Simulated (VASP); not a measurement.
# Al2O3 (R-3c) in VASP: notebook

Runs on Al2O3. Level: PBEsol. Tasks: single point.

Everything below comes from runs of VASP 6.6.1. Logs are shortened: lines on timing, memory, paths and dates and some standing lists are left out, and cuts for length are marked.

## Step 1: The cell of the first run

It takes space group R-3c (No. 167, trigonal). Conventional cell: a = 4.773 Å, b = 4.773 Å, c = 13.013 Å, α = 90.00°, β = 90.00°, γ = 120.00°. Al (site symmetry 3) has 6 O at 1.84 to 2.01 Å within 2.4 Å. O (site symmetry 2) has 4 Al at 1.84 to 2.01 Å within 2.4 Å.

## Step 2: Single point, PBEsol (c/a of the conventional cell at fixed volume 2.7262)

File INCAR:

```
PREC = Accurate ; ENCUT = 520
EDIFF = 1E-7 ; ISMEAR = 0
SIGMA = 0.05 ; LREAL = False
LASPH = True ; NELM = 100
ALGO = Normal ; ISIF = 2
LWAVE = False ; LCHARG = False
GGA = PS ; NBANDS = 35
```

File KPOINTS:

```
Automatic mesh
0
Gamma
  6 6 6
```

File POSCAR:

```
Al2O3
1.0
    2.3866493474      1.3779326432      4.3377178304
   -2.3866493474      1.3779326432      4.3377178304
    0.0000000000     -2.7558652864      4.3377178304
Al O
4 6
Direct
    0.8558773135      0.8558773135      0.8558773135
    0.6441226865      0.6441226865      0.6441226865
    0.1441226865      0.1441226865      0.1441226865
    0.3558773135      0.3558773135      0.3558773135
    0.0558571577      0.4441428423      0.7500000000
    0.7500000000      0.0558571577      0.4441428423
    0.4441428423      0.7500000000      0.0558571577
    0.9441428423      0.5558571577      0.2500000000
    0.2500000000      0.9441428423      0.5558571577
    0.5558571577      0.2500000000      0.9441428423
```

Potentials or basis: VASP PAW PBE potentials, release 64 (Al, O).

Run with:

```sh
$ cat potpaw_PBE.64/Al/POTCAR potpaw_PBE.64/O/POTCAR > POTCAR
$ mpirun -np 1 vasp_std > vasp.out
```

OUTCAR:

```text
PREC = Accurate
   ENCUT = 520
   EDIFF = 1E-7
   ISMEAR = 0
   LREAL = False
   LASPH = True
   NELM = 100
   ISIF = 2
   GGA = PS

 ion  position               nearest neighbor table
   1  0.856  0.856  0.856-  10 1.84   8 1.84   9 1.84   5 2.01   7 2.01   6 2.01   2 2.76   3 2.82
                             3 2.82   3 2.82   2 3.18   2 3.18   2 3.18
   2  0.644  0.644  0.644-   9 1.84   8 1.84  10 1.84   5 2.01   7 2.01   6 2.01   1 2.76   4 2.82
                             4 2.82   4 2.82   1 3.18   1 3.18   1 3.18
   3  0.144  0.144  0.144-   7 1.84   5 1.84   6 1.84   8 2.01   9 2.01  10 2.01   4 2.76   1 2.82
                             1 2.82   1 2.82   4 3.18   4 3.18   4 3.18
   4  0.356  0.356  0.356-   6 1.84   5 1.84   7 1.84   8 2.01   9 2.01  10 2.01   3 2.76   2 2.82
                             2 2.82   2 2.82   3 3.18   3 3.18   3 3.18
   5  0.056  0.444  0.750-   3 1.84   4 1.84   1 2.01   2 2.01
   6  0.750  0.056  0.444-   4 1.84   3 1.84   1 2.01   2 2.01
   7  0.444  0.750  0.056-   3 1.84   4 1.84   1 2.01   2 2.01
   8  0.944  0.556  0.250-   1 1.84   2 1.84   3 2.01   4 2.01
   9  0.250  0.944  0.556-   2 1.84   1 1.84   3 2.01   4 2.01
  10  0.556  0.250  0.944-   1 1.84   2 1.84   3 2.01   4 2.01

  LATTYP: Found a trigonal (rhomboedric) cell.
 ALAT       =     5.1391234129
 COS(alpha) =     0.5686506643

  Lattice vectors:

 A1 = (   2.3866493474,   1.3779326432,   4.3377178304)
 A2 = (  -2.3866493474,   1.3779326432,   4.3377178304)
 A3 = (   0.0000000000,  -2.7558652864,   4.3377178304)

Analysis of symmetry for initial positions (statically):
=====================================================================
 Subroutine PRICEL returns:
 Original cell was already a primitive cell.

 Routine SETGRP: Setting up the symmetry group for a
 trigonal (rhombohedral) supercell.

 Subroutine GETGRP returns: Found 12 space group operations
 (whereof  6 operations were pure point group operations)
 out of a pool of 12 trial point group operations.

The static configuration has the point symmetry S_6 .
 The point group associated with its full space group is D_3d.

Analysis of symmetry for dynamics (positions and initial velocities):
=====================================================================
 Subroutine PRICEL returns:
 Original cell was already a primitive cell.

 Routine SETGRP: Setting up the symmetry group for a
 trigonal (rhombohedral) supercell.

 Subroutine GETGRP returns: Found 12 space group operations
 (whereof  6 operations were pure point group operations)
 out of a pool of 12 trial point group operations.

The dynamic configuration has the point symmetry S_6 .
 The point group associated with its full space group is D_3d.

 Subroutine INISYM returns: Found 12 space group operations
 (whereof  6 operations are pure point group operations),
 and found     1 'primitive' translations

----------------------------------------------------------------------------------------

                                     Primitive cell

  volume of cell :      85.5912

  direct lattice vectors                    reciprocal lattice vectors
     2.386649347  1.377932643  4.337717830     0.209498727  0.120954146  0.076845324
    -2.386649347  1.377932643  4.337717830    -0.209498727  0.120954146  0.076845324
     0.000000000 -2.755865286  4.337717830     0.000000000 -0.241908293  0.076845324

  length of vectors
     5.139123413  5.139123413  5.139123413     0.253820460  0.253820460  0.253820460

  position of ions in fractional coordinates (direct lattice)
     0.855877314  0.855877314  0.855877314
     0.644122686  0.644122686  0.644122686
     0.144122686  0.144122686  0.144122686
     0.355877314  0.355877314  0.355877314
     0.055857158  0.444142842  0.750000000
     0.750000000  0.055857158  0.444142842
     0.444142842  0.750000000  0.055857158
     0.944142842  0.555857158  0.250000000
     0.250000000  0.944142842  0.555857158
     0.555857158  0.250000000  0.944142842

  ion indices of the primitive-cell ions
   primitive index   ion index
                 1           1
                 2           2
                 3           3
                 4           4
                 5           5
                 6           6
                 7           7
                 8           8
                 9           9
                10          10

----------------------------------------------------------------------------------------

 KPOINTS: Automatic mesh

Automatic generation of k-mesh.
 Grid dimensions read from file:
 generate k-points for:    6    6    6

 Generating k-lattice:

  Cartesian coordinates                     Fractional coordinates (reciprocal lattice)
     0.034916454  0.020159024  0.012807554     0.166666667 -0.000000000  0.000000000
    -0.034916454  0.020159024  0.012807554    -0.000000000  0.166666667  0.000000000
     0.000000000 -0.040318049  0.012807554     0.000000000  0.000000000  0.166666667

  Length of vectors
     0.042303410  0.042303410  0.042303410

  Shift w.r.t. Gamma in fractional coordinates (k-lattice)
     0.000000000  0.000000000  0.000000000

 Subroutine IBZKPT returns following result:
 ===========================================

 Found     32 irreducible k-points:

 Following reciprocal coordinates:
            Coordinates               Weight
  0.000000  0.000000  0.000000      1.000000
  0.166667 -0.000000 -0.000000      6.000000
  0.333333 -0.000000 -0.000000      6.000000
  0.500000 -0.000000  0.000000      3.000000
  0.166667  0.166667 -0.000000      6.000000
  0.333333  0.166667 -0.000000     12.000000
[... 16 lines left out ...]
  0.500000  0.500000  0.166667      6.000000
 -0.333333  0.500000  0.166667     12.000000
 [... further k-points ...]
   k-points           NKPTS =     32   k-points in BZ     NKDIM =     32   number of bands    NBANDS=     35
   number of dos      NEDOS =    301   number of ions     NIONS =     10
   total plane-waves  NPLWV =  64000
   dimension x,y,z NGX =    40 NGY =   40 NGZ =   40
   dimension x,y,z NGXF=    80 NGYF=   80 NGZF=   80
   ions per type =               4   6
   NGX,Y,Z   is equivalent  to a cutoff of  12.94, 12.94, 12.94 a.u.
   NGXF,Y,Z  is equivalent  to a cutoff of  25.88, 25.88, 25.88 a.u.
 SYSTEM =  unknown system
   PREC   = accura    normal or accurate (medium, high low for compatibility)
   ISTART =      0    job   : 0-new  1-cont  2-samecut
   ICHARG =      2    charge: 1-file 2-atom 10-const
   ISPIN  =      1    spin polarized calculation?
   LNONCOLLINEAR =      F non collinear calculations
   LSORBIT =      F    spin-orbit coupling
   LASPH  =      T    aspherical Exc in radial PAW
   ENCUT  =  520.0 eV  38.22 Ry    6.18 a.u.   9.56  9.56  9.56*2*pi/ulx,y,z
   NELM   =    100;   NELMIN=  2; NELMDL= -5     # of ELM steps
   EDIFF  = 0.1E-06   stopping-criterion for ELM
   LREAL  =      F    real-space projection
   EDIFFG = 0.1E-05   stopping-criterion for IOM
   NSW    =      0    number of steps for IOM
   IBRION =     -1    ionic relax: 0-MD 1-quasi-New 2-CG
   NFREE  =      0    steps in history (QN), initial steepest desc. (CG)
   ISIF   =      2    stress and relaxation
   ISYM   =      2    0-nonsym 1-usesym 2-fastsym
   POTIM  = 0.5000    time-step for ionic-motion
   TEBEG  =    0.0;   TEEND  =   0.0 temperature during run
   PSTRESS=    0.0 pullay stress
   NELECT =      48.0000    total number of electrons
   NUPDOWN=      -1.0000    fix difference up-down
   EMIN   =  10.00;   EMAX   =-10.00  energy-range for DOS
   EFERMI =   0.00;   METHOD = LEGACY
   ISMEAR =     0;   SIGMA  =   0.05  broadening in eV -4-tet -1-fermi 0-gaus
   EFERMI_NEDOS =   21; number of points for ismear=-14 and -15
   IALGO  =     38    algorithm
   IMIX   =      4    mixing-type and parameters
     AMIX     =   0.40;   BMIX     =  1.00
     AMIX_MAG =   1.60;   BMIX_MAG =  1.00
  volume/ion in A,a.u.               =       8.56        57.76
  Fermi-wavevector in a.u.,A,eV,Ry     =   1.350037  2.551199 24.797961  1.822599
  Thomas-Fermi vector in A             =   2.477574
   LORBIT       =      0    0 simple, 1 ext, 2 COOP (PROOUT), +10 PAW based schemes
   GGA     = PS    functional components
   LHFCALC =     F    Hartree Fock is set to
   AEXX    =    0.0000 exact exchange contribution
   IVDW    =     0    specifies the selected vdW correction
   LEPSILON=     F    determine dielectric tensor
   LRPA    =     F    only Hartree local field effects (RPA)
 non-spin polarized calculation
 Gauss-broadening in eV      SIGMA  =   0.05
  energy-cutoff  :      520.00
  volume of cell :       85.59
 maximum number of plane-waves:      2328
 NGX is ok and might be reduce to    40
   NGX = 19   NGY = 19   NGZ = 19

 number of electron      48.0000013 magnetization

 Free energy of the ion-electron system (eV)
  ---------------------------------------------------
  ext. energy  EPLUGINS =         0.00000000
  ---------------------------------------------------
  free energy    TOTEN  =       -78.58311652 eV

  energy without entropy =      -78.58311652  energy(sigma->0) =      -78.58311652

 E-fermi :   6.2643     XC(G=0): -11.9161

 val. band max:        6.0159353112   @ k =   0.0000   0.0000   0.0000
 cond. band min:      11.9460005850   @ k =   0.0000   0.0000   0.0000
 fundamental gap:      5.9300652738
 Fermi energy:         6.2643221628

 k-point     1 :       0.0000    0.0000    0.0000
  band No.  band energies     occupation
      1     -13.1466      2.00000
      2     -10.7880      2.00000
      3     -10.5236      2.00000
      4     -10.5236      2.00000
      5     -10.2170      2.00000
      6     -10.2170      2.00000
[... 27 lines left out ...]
     34      19.3233      0.00000
     35      20.2558      0.00000

 k-point     2 :       0.1667   -0.0000   -0.0000
  band No.  band energies     occupation
      1     -13.0024      2.00000
      2     -10.8587      2.00000
      3     -10.6117      2.00000
      4     -10.5544      2.00000
      5     -10.2849      2.00000
      6     -10.2241      2.00000
[... 27 lines left out ...]
     34      18.7069      0.00000
     35      20.0873      0.00000

 k-point     3 :       0.3333   -0.0000   -0.0000
  band No.  band energies     occupation
      1     -12.5915      2.00000
      2     -11.3305      2.00000
      3     -10.5862      2.00000
      4     -10.5538      2.00000
      5     -10.4284      2.00000
      6     -10.2847      2.00000
[... 27 lines left out ...]
     34      19.2410      0.00000
     35      19.3574      0.00000

 k-point     4 :       0.5000   -0.0000    0.0000
  band No.  band energies     occupation
      1     -11.9876      2.00000
      2     -11.9876      2.00000
      3     -10.5475      2.00000
      4     -10.5475      2.00000
      5     -10.4120      2.00000
      6     -10.4120      2.00000
[... 27 lines left out ...]
     34      18.5575      0.00000
     35      19.0146      0.00000

 k-point     5 :       0.1667    0.1667   -0.0000
  band No.  band energies     occupation
      1     -12.9628      2.00000
      2     -10.8656      2.00000
      3     -10.6439      2.00000
      4     -10.5549      2.00000
      5     -10.3487      2.00000
      6     -10.2011      2.00000
[... 638 lines left out ...]
 k-point    22 :      -0.1667    0.3333    0.1667
  band No.  band energies     occupation
      1     -12.2626      2.00000
      2     -11.3060      2.00000
      3     -10.9267      2.00000
      4     -10.7750      2.00000
      5     -10.4239      2.00000
      6     -10.2652      2.00000
[... 27 lines left out ...]
     34      19.0920      0.00000
     35      19.2389      0.00000

 k-point    23 :       0.5000    0.5000    0.1667
  band No.  band energies     occupation
      1     -12.1070      2.00000
      2     -11.3985      2.00000
      3     -11.0754      2.00000
      4     -10.8309      2.00000
      5     -10.4451      2.00000
      6     -10.1690      2.00000
[... 27 lines left out ...]
     34      19.0184      0.00000
     35      19.4771      0.00000

 k-point    24 :      -0.3333    0.5000    0.1667
  band No.  band energies     occupation
      1     -11.8153      2.00000
      2     -11.4398      2.00000
      3     -11.2357      2.00000
      4     -11.0043      2.00000
      5     -10.3962      2.00000
      6     -10.1906      2.00000
[... 27 lines left out ...]
     34      19.0931      0.00000
     35      19.2955      0.00000

 [... further k-points ...]

------------------------ aborting loop because EDIFF is reached ----------------------------------------

  FORCE on cell =-STRESS in cart. coord.  units (eV):
  Direction    XX          YY          ZZ          XY          YZ          ZX
  --------------------------------------------------------------------------------------
  -------------------------------------------------------------------------------------
  Total        1.0487278      1.0487278     -0.9748151      0.0000000     -0.0000000      0.0000000
  in kB       19.6310806     19.6310806    -18.2475133      0.0000000     -0.0000000      0.0000000
  external PRESSURE =       7.0048826 kB  Pullay stress =       0.0000000 kB

 VOLUME and BASIS-vectors are now :
 -----------------------------------------------------------------------------
  energy-cutoff  :      520.00
  volume of cell :       85.59
      direct lattice vectors                 reciprocal lattice vectors
     2.386649347  1.377932643  4.337717830     0.209498727  0.120954146  0.076845324
    -2.386649347  1.377932643  4.337717830    -0.209498727  0.120954146  0.076845324
     0.000000000 -2.755865286  4.337717830     0.000000000 -0.241908293  0.076845324

 POSITION                                       TOTAL-FORCE (eV/Angst)
 -----------------------------------------------------------------------------------
      0.00000      0.00000     11.13766        -0.000000      0.000000     -0.800787
      0.00000      0.00000      8.38207        -0.000000      0.000000      0.800787
      0.00000      0.00000      1.87549        -0.000000     -0.000000      0.800787
      0.00000      0.00000      4.63109        -0.000000      0.000000     -0.800787
     -0.92670     -1.37793      5.42215        -0.125376      0.000000      0.000000
      1.65668     -0.11358      5.42215         0.062688     -0.108578      0.000000
     -0.72997      1.49151      5.42215         0.062688      0.108578      0.000000
      0.92670      1.37793      7.59101         0.125376      0.000000      0.000000
     -1.65668      0.11358      7.59101        -0.062688      0.108578      0.000000
      0.72997     -1.49151      7.59101        -0.062688     -0.108578      0.000000
 -----------------------------------------------------------------------------------
    total drift:                               -0.000000      0.000000     -0.000000

  FREE ENERGIE OF THE ION-ELECTRON SYSTEM (eV)
  ---------------------------------------------------
  free  energy   TOTEN  =       -78.5831165244 eV

  energy  without entropy=      -78.5831165244  energy(sigma->0) =      -78.58311652
```

Run time: 84 s. Hardware: 1 thread of Intel Xeon 6975P-C, shared host; peak memory 0.26 GiB.

Results:

```yaml
Free_energy: -78.5831 eV
Pressure: 0.7 GPa
Largest_force: 0.801 eV/Å
Band_gap_on_the_k_mesh: 5.93 eV, direct
```

Forces on the atoms (eV/Å):
```
Al   0.000  0.000 -0.801
Al   0.000  0.000  0.801
Al   0.000  0.000  0.801
Al   0.000  0.000 -0.801
O   -0.125  0.000  0.000
O    0.063 -0.109  0.000
O    0.063  0.109  0.000
O    0.125  0.000  0.000
O   -0.063  0.109  0.000
O   -0.063 -0.109  0.000
```

Levels at points of the mesh, in eV from the valence-band top:
| k point | band 21 | band 22 | band 23 | band 24 | band 25 | band 26 | band 27 | band 28 |
| --- | --- | --- | --- | --- | --- | --- | --- | --- |
| (0.00, 0.00, 0.00) | -0.55 | -0.07 | -0.07 | 0.00 | 5.93 | 8.94 | 10.38 | 11.21 |
| (0.50, 0.00, 0.00) | -0.98 | -0.98 | -0.28 | -0.28 | 9.11 | 9.11 | 9.39 | 9.39 |
| (0.50, 0.50, 0.00) | -1.13 | -0.96 | -0.71 | -0.32 | 9.31 | 9.56 | 9.57 | 10.09 |
| (0.50, 0.50, 0.50) | -0.43 | -0.43 | -0.43 | -0.43 | 8.41 | 8.41 | 10.56 | 10.56 |

Caveat: the PAW data sets were made with another functional, which shifts forces and pressure a little. A k mesh can miss the band edges.

[end of part 1 of 2]
